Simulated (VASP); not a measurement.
# RbBi (P4/mmm) in VASP: further runs

RbBi is run at these levels: LDA; tasks: single point.

All numbers are computed with VASP 6.6.1; they aren't measurements. Logs are shortened: lines on timing, memory, paths and dates and some standing lists are left out, and cuts for length are marked.

### Step 1. The cell of the first run

Symmetry: P4/mmm, No. 123, tetragonal system. Conventional cell: a = 4.685 Å, b = 4.685 Å, c = 3.859 Å, α = 90.00°, β = 90.00°, γ = 90.00°. Within 5.0 Å of Rb (site symmetry 4/mmm) lie 8 Bi at 3.83 Å and 6 Rb at 3.86 to 4.69 Å. Within 5.0 Å of Bi (site symmetry 4/mmm) lie 8 Rb at 3.83 Å and 6 Bi at 3.86 to 4.69 Å.

### Step 2. Single point, LDA

Contents of INCAR:

```
SYSTEM = RbBi
ALGO = Normal
EDIFF = 1E-6
ENCUT = 520
ISIF = 2
ISMEAR = 1
LASPH = .True.
LCHARG = .True.
LELF = .True.
LREAL = .False.
LVHAR = .True.
LWAVE = .False.
NBANDS = 19
NELM = 100
PREC = Accurate
SIGMA = 0.1
```

Contents of KPOINTS:

```
k-points
0
Gamma
  7 7 9
  0 0 0
```

Contents of POSCAR:

```
RbBi
1.0
    4.6852660000      0.0000000000      0.0000000000
    0.0000000000      4.6852660000      0.0000000000
    0.0000000000      0.0000000000      3.8588810000
Rb Bi
1 1
Direct
    0.5000000000      0.5000000000      0.5000000000
    0.0000000000      0.0000000000      0.0000000000
```

Potentials or basis: VASP PAW LDA potentials, release 64 (Rb_sv, Bi_d).

On the command line:

```sh
$ cat potpaw_LDA.64/Rb_sv/POTCAR potpaw_LDA.64/Bi_d/POTCAR > POTCAR
$ mpirun -np 1 vasp_std > vasp.out
```

OUTCAR:

```text
SYSTEM = RbBi
   EDIFF = 1E-6
   ENCUT = 520
   ISIF = 2
   ISMEAR = 1
   LASPH = .True.
   LREAL = .False.
   NELM = 100
   PREC = Accurate

 ion  position               nearest neighbor table
   1  0.500  0.500  0.500-   2 3.83   2 3.83   2 3.83   2 3.83   2 3.83   2 3.83   2 3.83   2 3.83

   2  0.000  0.000  0.000-   1 3.83   1 3.83   1 3.83   1 3.83   1 3.83   1 3.83   1 3.83   1 3.83

  LATTYP: Found a simple tetragonal cell.
 ALAT       =     4.6852660000
 C/A-ratio  =     0.8236204732

  Lattice vectors:

 A1 = (   4.6852660000,   0.0000000000,   0.0000000000)
 A2 = (   0.0000000000,   4.6852660000,   0.0000000000)
 A3 = (   0.0000000000,   0.0000000000,   3.8588810000)

Analysis of symmetry for initial positions (statically):
=====================================================================
 Subroutine PRICEL returns:
 Original cell was already a primitive cell.

 Routine SETGRP: Setting up the symmetry group for a
 simple tetragonal supercell.

 Subroutine GETGRP returns: Found 16 space group operations
 (whereof 16 operations were pure point group operations)
 out of a pool of 16 trial point group operations.

The static configuration has the point symmetry D_4h.

Analysis of symmetry for dynamics (positions and initial velocities):
=====================================================================
 Subroutine PRICEL returns:
 Original cell was already a primitive cell.

 Routine SETGRP: Setting up the symmetry group for a
 simple tetragonal supercell.

 Subroutine GETGRP returns: Found 16 space group operations
 (whereof 16 operations were pure point group operations)
 out of a pool of 16 trial point group operations.

The dynamic configuration has the point symmetry D_4h.

 Subroutine INISYM returns: Found 16 space group operations
 (whereof 16 operations are pure point group operations),
 and found     1 'primitive' translations

----------------------------------------------------------------------------------------

                                     Primitive cell

  volume of cell :      84.7091

  direct lattice vectors                    reciprocal lattice vectors
     4.685266000  0.000000000  0.000000000     0.213435054  0.000000000  0.000000000
     0.000000000  4.685266000  0.000000000     0.000000000  0.213435054  0.000000000
     0.000000000  0.000000000  3.858881000     0.000000000  0.000000000  0.259142482

  length of vectors
     4.685266000  4.685266000  3.858881000     0.213435054  0.213435054  0.259142482

  position of ions in fractional coordinates (direct lattice)
     0.500000000  0.500000000  0.500000000
     0.000000000  0.000000000  0.000000000

  ion indices of the primitive-cell ions
   primitive index   ion index
                 1           1
                 2           2

----------------------------------------------------------------------------------------

 KPOINTS: k-points

Automatic generation of k-mesh.
 Grid dimensions read from file:
 generate k-points for:    7    7    9

 Generating k-lattice:

  Cartesian coordinates                     Fractional coordinates (reciprocal lattice)
     0.030490722  0.000000000  0.000000000     0.142857143  0.000000000  0.000000000
     0.000000000  0.030490722  0.000000000     0.000000000  0.142857143  0.000000000
     0.000000000  0.000000000  0.028793609     0.000000000  0.000000000  0.111111111

  Length of vectors
     0.030490722  0.030490722  0.028793609

  Shift w.r.t. Gamma in fractional coordinates (k-lattice)
     0.000000000  0.000000000  0.000000000

 Subroutine IBZKPT returns following result:
 ===========================================

 Found     50 irreducible k-points:

 Following reciprocal coordinates:
            Coordinates               Weight
  0.000000  0.000000  0.000000      1.000000
  0.142857  0.000000  0.000000      4.000000
  0.285714  0.000000  0.000000      4.000000
  0.428571  0.000000  0.000000      4.000000
  0.142857  0.142857  0.000000      4.000000
  0.285714  0.142857  0.000000      8.000000
[... 16 lines left out ...]
  0.285714  0.000000  0.222222      8.000000
  0.428571  0.000000  0.222222      8.000000
 [... further k-points ...]
   k-points           NKPTS =     50   k-points in BZ     NKDIM =     50   number of bands    NBANDS=     19
   number of dos      NEDOS =    301   number of ions     NIONS =      2
   total plane-waves  NPLWV =  38880
   dimension x,y,z NGX =    36 NGY =   36 NGZ =   30
   dimension x,y,z NGXF=    72 NGYF=   72 NGZF=   60
   ions per type =               1   1
   NGX,Y,Z   is equivalent  to a cutoff of  12.77, 12.77, 12.92 a.u.
   NGXF,Y,Z  is equivalent  to a cutoff of  25.55, 25.55, 25.85 a.u.
 SYSTEM =  RbBi
   PREC   = accura    normal or accurate (medium, high low for compatibility)
   ISTART =      0    job   : 0-new  1-cont  2-samecut
   ICHARG =      2    charge: 1-file 2-atom 10-const
   ISPIN  =      1    spin polarized calculation?
   LNONCOLLINEAR =      F non collinear calculations
   LSORBIT =      F    spin-orbit coupling
   LASPH  =      T    aspherical Exc in radial PAW
   ENCUT  =  520.0 eV  38.22 Ry    6.18 a.u.   8.71  8.71  7.17*2*pi/ulx,y,z
   NELM   =    100;   NELMIN=  2; NELMDL= -5     # of ELM steps
   EDIFF  = 0.1E-05   stopping-criterion for ELM
   LREAL  =      F    real-space projection
   EDIFFG = 0.1E-04   stopping-criterion for IOM
   NSW    =      0    number of steps for IOM
   IBRION =     -1    ionic relax: 0-MD 1-quasi-New 2-CG
   NFREE  =      0    steps in history (QN), initial steepest desc. (CG)
   ISIF   =      2    stress and relaxation
   ISYM   =      2    0-nonsym 1-usesym 2-fastsym
   POTIM  = 0.5000    time-step for ionic-motion
   TEBEG  =    0.0;   TEEND  =   0.0 temperature during run
   PSTRESS=    0.0 pullay stress
   NELECT =      24.0000    total number of electrons
   NUPDOWN=      -1.0000    fix difference up-down
   EMIN   =  10.00;   EMAX   =-10.00  energy-range for DOS
   EFERMI =   0.00;   METHOD = LEGACY
   ISMEAR =     1;   SIGMA  =   0.10  broadening in eV -4-tet -1-fermi 0-gaus
   EFERMI_NEDOS =   21; number of points for ismear=-14 and -15
   IALGO  =     38    algorithm
   IMIX   =      4    mixing-type and parameters
     AMIX     =   0.40;   BMIX     =  1.00
     AMIX_MAG =   1.60;   BMIX_MAG =  1.00
  volume/ion in A,a.u.               =      42.35       285.82
  Fermi-wavevector in a.u.,A,eV,Ry     =   1.075231  2.031893 15.730003  1.156123
  Thomas-Fermi vector in A             =   2.211082
   LORBIT       =      0    0 simple, 1 ext, 2 COOP (PROOUT), +10 PAW based schemes
   GGA     = CA    functional components
   LHFCALC =     F    Hartree Fock is set to
   AEXX    =    0.0000 exact exchange contribution
   IVDW    =     0    specifies the selected vdW correction
   LEPSILON=     F    determine dielectric tensor
   LRPA    =     F    only Hartree local field effects (RPA)
 non-spin polarized calculation
 Methfessel and Paxton  Order N= 1 SIGMA  =   0.10
  energy-cutoff  :      520.00
  volume of cell :       84.71
 maximum number of plane-waves:      2303
 NGX is ok and might be reduce to    36
   NGX = 17   NGY = 17   NGZ = 15

 number of electron      23.9999989 magnetization

 Free energy of the ion-electron system (eV)
  ---------------------------------------------------
  ext. energy  EPLUGINS =         0.00000000
  ---------------------------------------------------
  free energy    TOTEN  =        -5.75148081 eV

  energy without entropy =       -5.75214344  energy(sigma->0) =       -5.75170168

 E-fermi :   2.1377     XC(G=0):  -8.5149

 val. band max:        2.1352646516   @ k =   0.1429   0.1429   0.2222
 cond. band min:       2.1794307062   @ k =   0.4286   0.0000   0.2222
 fundamental gap:      0.0441660546
 Fermi energy:         2.1377215199

 k-point     1 :       0.0000    0.0000    0.0000
  band No.  band energies     occupation
      1     -24.6671      2.00000
      2     -20.0051      2.00000
      3     -19.9640      2.00000
      4     -19.9640      2.00000
      5     -19.9302      2.00000
      6     -19.9195      2.00000
[... 11 lines left out ...]
     18      10.2194      0.00000
     19      10.2194      0.00000

 k-point     2 :       0.1429    0.0000    0.0000
  band No.  band energies     occupation
      1     -24.6661      2.00000
      2     -20.0049      2.00000
      3     -19.9643      2.00000
      4     -19.9640      2.00000
      5     -19.9305      2.00000
      6     -19.9187      2.00000
[... 11 lines left out ...]
     18      10.2378      0.00000
     19      10.3105      0.00000

 k-point     3 :       0.2857    0.0000    0.0000
  band No.  band energies     occupation
      1     -24.6640      2.00000
      2     -20.0043      2.00000
      3     -19.9648      2.00000
      4     -19.9640      2.00000
      5     -19.9312      2.00000
      6     -19.9168      2.00000
[... 11 lines left out ...]
     18       9.3723      0.00000
     19      10.3391      0.00000

 k-point     4 :       0.4286    0.0000    0.0000
  band No.  band energies     occupation
      1     -24.6623      2.00000
      2     -20.0039      2.00000
      3     -19.9653      2.00000
      4     -19.9639      2.00000
      5     -19.9318      2.00000
      6     -19.9153      2.00000
[... 11 lines left out ...]
     18       9.4146      0.00000
     19      10.4309      0.00000

 k-point     5 :       0.1429    0.1429    0.0000
  band No.  band energies     occupation
      1     -24.6652      2.00000
      2     -20.0046      2.00000
      3     -19.9643      2.00000
      4     -19.9642      2.00000
      5     -19.9307      2.00000
      6     -19.9178      2.00000
[... 11 lines left out ...]
     18       9.9063      0.00000
     19      10.3242      0.00000
[... 334 lines left out ...]
      2     -19.9831      2.00000
      3     -19.9704      2.00000
      4     -19.9704      2.00000
      5     -19.9295      2.00000
      6     -19.9188      2.00000
[... 11 lines left out ...]
     18       9.0808      0.00000
     19       9.0808      0.00000

 k-point    22 :       0.1429    0.0000    0.2222
  band No.  band energies     occupation
      1     -24.6480      2.00000
      2     -19.9828      2.00000
      3     -19.9706      2.00000
      4     -19.9704      2.00000
      5     -19.9298      2.00000
      6     -19.9180      2.00000
[... 11 lines left out ...]
     18       9.4546      0.00000
     19       9.7265      0.00000

 k-point    23 :       0.2857    0.0000    0.2222
  band No.  band energies     occupation
      1     -24.6461      2.00000
      2     -19.9822      2.00000
      3     -19.9710      2.00000
      4     -19.9703      2.00000
      5     -19.9305      2.00000
      6     -19.9162      2.00000
[... 11 lines left out ...]
     18       9.4700      0.00000
     19       9.7862      0.00000

 k-point    24 :       0.4286    0.0000    0.2222
  band No.  band energies     occupation
      1     -24.6446      2.00000
      2     -19.9817      2.00000
      3     -19.9713      2.00000
      4     -19.9702      2.00000
      5     -19.9311      2.00000
      6     -19.9147      2.00000
[... 11 lines left out ...]
     18       9.2561      0.00000
     19       9.2735      0.00000

 [... further k-points ...]
[... 5 lines left out ...]
  --------------------------------------------------------------------------------------
  -------------------------------------------------------------------------------------
  Total       -1.0462619     -1.0462619     -1.8767100      0.0000000      0.0000000      0.0000000
  in kB      -19.7888744    -19.7888744    -35.4958737      0.0000000      0.0000000      0.0000000
  external PRESSURE =     -25.0245408 kB  Pullay stress =       0.0000000 kB

 VOLUME and BASIS-vectors are now :
 -----------------------------------------------------------------------------
  energy-cutoff  :      520.00
  volume of cell :       84.71
      direct lattice vectors                 reciprocal lattice vectors
     4.685266000  0.000000000  0.000000000     0.213435054  0.000000000  0.000000000
     0.000000000  4.685266000  0.000000000     0.000000000  0.213435054  0.000000000
     0.000000000  0.000000000  3.858881000     0.000000000  0.000000000  0.259142482

 POSITION                                       TOTAL-FORCE (eV/Angst)
 -----------------------------------------------------------------------------------
      2.34263      2.34263      1.92944         0.000000      0.000000      0.000000
      0.00000      0.00000      0.00000         0.000000      0.000000      0.000000
 -----------------------------------------------------------------------------------
    total drift:                               -0.000000      0.000000      0.000000

  FREE ENERGIE OF THE ION-ELECTRON SYSTEM (eV)
  ---------------------------------------------------
  free  energy   TOTEN  =        -5.7514808077 eV

  energy  without entropy=       -5.7521434386  energy(sigma->0) =       -5.75170168
```

It took 46 s on 1 thread of AMD EPYC 7R13 (Zen 3), shared host; peak memory 0.18 GiB.

What came out:

```
Free energy            : -5.7515 eV
Pressure               : -2.5 GPa
Band gap on the k mesh : zero (band 12 reaches 2.70 eV, above the bottom of band 13 at 1.15 eV)
```

Levels at points of the mesh, in eV from the Fermi level:
| k point | band 10 | band 11 | band 12 | band 13 | band 14 | band 15 |
| --- | --- | --- | --- | --- | --- | --- |
| (0.00, 0.00, 0.00) | -10.34 | 0.27 | 0.27 | 2.07 | 2.24 | 2.70 |

Caveat: spin-orbit coupling is left out, which moves the levels of the heavy elements.

### Step 3. Single point, LDA

Contents of INCAR:

```
ALGO = Normal
EDIFF = 1E-7
ENCUT = 520
ISIF = 2
ISMEAR = 1
LASPH = T
LCHARG = F
LREAL = F
LWAVE = F
NBANDS = 19
NELM = 80
PREC = Accurate
SIGMA = 0.1
```

Contents of KPOINTS:

```
k-points
0
Gamma
  7 7 9
```

POSCAR is that of step 2.

Potentials or basis: VASP PAW LDA potentials, release 64 (Rb_sv, Bi_d).

On the command line:

```sh
$ cat potpaw_LDA.64/Rb_sv/POTCAR potpaw_LDA.64/Bi_d/POTCAR > POTCAR
$ mpirun -np 1 vasp_std > vasp.out
```

OUTCAR:

```text
EDIFF = 1E-7
   ENCUT = 520
   ISIF = 2
   ISMEAR = 1
   LASPH = T
   LREAL = F
   NELM = 80
   PREC = Accurate

 ion  position               nearest neighbor table
   1  0.500  0.500  0.500-   2 3.83   2 3.83   2 3.83   2 3.83   2 3.83   2 3.83   2 3.83   2 3.83

   2  0.000  0.000  0.000-   1 3.83   1 3.83   1 3.83   1 3.83   1 3.83   1 3.83   1 3.83   1 3.83

  LATTYP: Found a simple tetragonal cell.
 ALAT       =     4.6852660000
 C/A-ratio  =     0.8236204732

  Lattice vectors:

 A1 = (   4.6852660000,   0.0000000000,   0.0000000000)
[... 191 lines left out ...]
      5     -19.9303      2.00000
      6     -19.9196      2.00000
[... 505 lines left out ...]
      6     -19.9148      2.00000
[... 11 lines left out ...]
     18       9.2560      0.00000
     19       9.2735      0.00000

 [... further k-points ...]
[... 5 lines left out ...]
  --------------------------------------------------------------------------------------
  -------------------------------------------------------------------------------------
  Total       -1.0413822     -1.0413822     -1.8728860      0.0000000      0.0000000      0.0000000
  in kB      -19.6965813    -19.6965813    -35.4235462      0.0000000      0.0000000      0.0000000
  external PRESSURE =     -24.9389029 kB  Pullay stress =       0.0000000 kB

 VOLUME and BASIS-vectors are now :
 -----------------------------------------------------------------------------
  energy-cutoff  :      520.00
  volume of cell :       84.71
      direct lattice vectors                 reciprocal lattice vectors
     4.685266000  0.000000000  0.000000000     0.213435054  0.000000000  0.000000000
     0.000000000  4.685266000  0.000000000     0.000000000  0.213435054  0.000000000
     0.000000000  0.000000000  3.858881000     0.000000000  0.000000000  0.259142482

 POSITION                                       TOTAL-FORCE (eV/Angst)
 -----------------------------------------------------------------------------------
      2.34263      2.34263      1.92944         0.000000      0.000000      0.000000
      0.00000      0.00000      0.00000         0.000000      0.000000      0.000000
 -----------------------------------------------------------------------------------
    total drift:                                0.000000      0.000000      0.000000

  FREE ENERGIE OF THE ION-ELECTRON SYSTEM (eV)
  ---------------------------------------------------
  free  energy   TOTEN  =        -5.7514808323 eV

  energy  without entropy=       -5.7521433449  energy(sigma->0) =       -5.75170167
```

OSZICAR:

```text
N       E                     dE             d eps       ncg     rms          rms(c)
DAV:   1     0.201105861933E+03    0.20111E+03   -0.11805E+04  1900   0.122E+03
DAV:   2     0.106308480042E+02   -0.19048E+03   -0.18573E+03  1992   0.325E+02
DAV:   3    -0.485428147728E+01   -0.15485E+02   -0.15372E+02  2597   0.101E+02
DAV:   4    -0.576739917895E+01   -0.91312E+00   -0.91095E+00  3117   0.181E+01
DAV:   5    -0.578371941961E+01   -0.16320E-01   -0.16314E-01  2521   0.193E+00    0.343E+00
DAV:   6    -0.576104004579E+01    0.22679E-01   -0.21855E-02  2590   0.137E+00    0.210E+00
DAV:   7    -0.575132654259E+01    0.97135E-02   -0.33372E-02  2309   0.150E+00    0.206E-01
DAV:   8    -0.575149921651E+01   -0.17267E-03   -0.57754E-03  2443   0.557E-01    0.531E-02
DAV:   9    -0.575148509218E+01    0.14124E-04   -0.16891E-04  2365   0.851E-02    0.195E-02
DAV:  10    -0.575148077943E+01    0.43128E-05   -0.27295E-05  2665   0.470E-02    0.885E-03
DAV:  11    -0.575148081895E+01   -0.39527E-07   -0.10874E-06  2764   0.811E-03    0.173E-03
DAV:  12    -0.575148083229E+01   -0.13333E-07   -0.11850E-07  1842   0.275E-03
   1 F= -.57514808E+01 E0= -.57517017E+01  d E =0.662513E-03
```

It took 43 s on 1 thread of AMD EPYC 7R13 (Zen 3), shared host; peak memory 0.18 GiB.

What came out:

```yaml
Free_energy: -5.7515 eV
Pressure: -2.5 GPa
Band_gap_on_the_k_mesh: zero (band 12 reaches 2.70 eV, above the bottom of band 13 at 1.15 eV)
```

Stress tensor (GPa, compression positive):
```
-1.97  0.00  0.00
 0.00 -1.97  0.00
 0.00  0.00 -3.54
```

Levels at points of the mesh, in eV from the Fermi level:
| k point | band 8 | band 9 | band 10 | band 11 | band 12 | band 13 | band 14 | band 15 | band 16 | band 17 |
| --- | --- | --- | --- | --- | --- | --- | --- | --- | --- | --- |
| (0.00, 0.00, 0.00) | -10.97 | -10.78 | -10.34 | 0.27 | 0.27 | 2.07 | 2.24 | 2.70 | 3.94 | 6.29 |

Caveat: spin-orbit coupling is left out, which moves the levels of the heavy elements.
